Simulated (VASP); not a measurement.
Set up this calculation in VASP 6.6.1, as the native input.

| Item | Value |
| --- | --- |
| Task | single point |
| Functional | PBE |
| Potentials or basis | VASP PAW PBE potentials, release 64 (Mn_pv, F) |
| Cutoff | 520 eV |
| k mesh | 6 × 6 × 8 |
| Occupations | fermi-dirac, width 0.05 eV |
| Spin | collinear spin, ferromagnetic start |
| Starting moments | [4.5, 4.5, 0.0, 0.0, 0.0, 0.0] μB |
| Dipole correction | no |
| Further INCAR settings | ALGO = Normal; EDIFF = 1e-06; NBANDS = 40 |

The structure of MnF2 lies in POSCAR:

```
MnF2
1.0
    4.8738000000      0.0000000000      0.0000000000
    0.0000000000      4.8738000000      0.0000000000
    0.0000000000      0.0000000000      3.3107000000
Mn F
2 4
Direct
    0.0000000000      0.0000000000      0.0000000000
    0.5000000000      0.5000000000      0.5000000000
    0.3053000000      0.3053000000      0.0000000000
    0.1947000000      0.8053000000      0.5000000000
    0.6947000000      0.6947000000      0.0000000000
    0.8053000000      0.1947000000      0.5000000000
```

The input as run:

INCAR

```
SYSTEM = MnF2
PREC = Accurate
ENCUT = 520
EDIFF = 1E-6
ISMEAR = -1
SIGMA = 0.05
LREAL = .False.
LASPH = .True.
NELM = 150
ALGO = Normal
ISIF = 2
LWAVE = .False.
LCHARG = .True.
ISPIN = 2
MAGMOM = 4.5 4.5 0 0 0 0
LORBIT = 11
LMAXMIX = 4
GGA = PE
LELF = .True.
LVHAR = .True.
NBANDS = 40
```

KPOINTS

```
Automatic mesh
0
Gamma
  6 6 8
  0 0 0
```

Potentials or basis: VASP PAW PBE potentials, release 64 (Mn_pv, F).

Command:

```console
$ cat potpaw_PBE.64/Mn_pv/POTCAR potpaw_PBE.64/F/POTCAR > POTCAR
$ mpirun -np 1 vasp_std > vasp.out
```

It gave:

```
Pressure                                              : 3.7 GPa
Largest force                                         : 0.044 eV/Å
Band gap on the k mesh                                : 1.12 eV
Net moment                                            : 10.00 μB per cell
Site moments                                          : Mn +4.59; F +0.09 μB
Valence electrons inside the program's atomic spheres : Mn 11.26; F 6.10
```

Caveat: the cell stands under pressure; the run started ferromagnetic, and an antiferromagnetic order may lie lower in energy.

Run time: 8.5 min on 1 thread of Intel Xeon 8259CL, on a shared host, peak memory 0.36 GiB.
